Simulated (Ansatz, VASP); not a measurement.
**One calculation of HgTe, two programs**

```
Hg Te
1.0
     0.00000    3.12679    3.32021
     3.12679    0.00000    3.32021
     3.12679    3.12679    0.00000
Hg Te
1 1
Direct
  0.00000 0.00000 0.00000
  0.75000 0.75000 0.75000
```

Change from the starting cell: strain -0.030 along x and y, +0.030 along z, atoms carried along.

Alike in both runs: task single point; functional r2SCAN; k mesh 14 × 14 × 14; occupations gaussian, width 0.15 eV; no spin polarisation.

|  | VASP | Ansatz |
| --- | --- | --- |
| version | VASP 6.6.1 | Ansatz 0.2.0 |
| potentials or method | VASP PAW PBE potentials, release 64 (Hg, Te), cutoff 520 eV | scalar-relativistic, plane waves, PAW |
| valence electrons in the cell | 18 | 36 |

VASP gave:

```
gap on the k mesh at the Fermi level (eV)                     : none
pressure (GPa)                                                : 4.5
traceless stress, the component that is largest in VASP (GPa) : -0.58
```

Problem. What did Ansatz give for the same quantities?

Solution. gap on the k mesh at the Fermi level (eV): none; pressure (GPa): 4.4; traceless stress, the component that is largest in VASP (GPa): -0.58.

VASP's potentials were made for PBE, not for r2SCAN. A gap of «none» marks a metal or a gap that the smearing closes. VASP's potentials hold 18 valence electrons a cell and Ansatz's 36, so a difference there can come from the potentials and not from the codes.

Neither program's run includes spin-orbit coupling.
